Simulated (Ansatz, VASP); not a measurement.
Ba in VASP and in Ansatz

File INCAR:

```
ALGO = Normal
EDIFF = 1E-6
ENCUT = 520
GGA = CA
ISIF = 2
ISMEAR = -1
LASPH = T
LCHARG = F
LREAL = F
LWAVE = F
NBANDS = 11
NELM = 80
PREC = Accurate
SIGMA = 0.1
```

File KPOINTS:

```
k-points
0
Gamma
  15 15 15
```

The input POSCAR:

```
Ba
1.0
   -2.4407565857      2.4407565857      2.4407565857
    2.4407565857     -2.4407565857      2.4407565857
    2.4407565857      2.4407565857     -2.4407565857
Ba
1
Direct
    0.0000000000      0.0000000000      0.0000000000
```

Input for Ansatz:

```yaml
crystal:
  lattice:
    - [-2.4407565895, 2.4407565895, 2.4407565895]
    - [2.4407565895, -2.4407565895, 2.4407565895]
    - [2.4407565895, 2.4407565895, -2.4407565895]
  atoms:
    - { symbol: Ba, position: [0.0, 0.0, 0.0] }
hamiltonian:
  xc: lda
  pseudopotentials:
    kind: paw
    azcp:
      Ba: "pseudopotentials/Ba.paw.azcp"
basis:
  ecutwfc: 420
  fft_grid_basis: typed
kpoints:
  mp_grid: { grid: [15, 15, 15], shift: [0, 0, 0] }
magnetization:
  spin_polarized: false
scf:
  occupations: { method: fermi_dirac, width: 0.1 }
output:
  stress: true
```

Alike in both runs: task single point; functional LDA; k mesh 15 × 15 × 15; occupations fermi-dirac, width 0.1 eV; no spin polarisation.

```csv
,VASP,Ansatz
version,VASP 6.6.1,Ansatz 0.2.0
potentials or method,"VASP PAW LDA potentials, release 64 (Ba_sv), cutoff 520 eV","plane waves (420 eV) with PAW, scalar-relativistic"
valence electrons in the cell,10,10
```

Ansatz gave:

```
pressure (GPa) : -0.7
```

Problem. Which values does VASP return?

Solution. Pressure (GPa): -0.6.

Ansatz warns that its potentials were made for another functional, while VASP's fit it. LDA's correlation is that of Perdew and Zunger in VASP and of Perdew and Wang (1992) in Ansatz.

Spin-orbit coupling is off throughout.
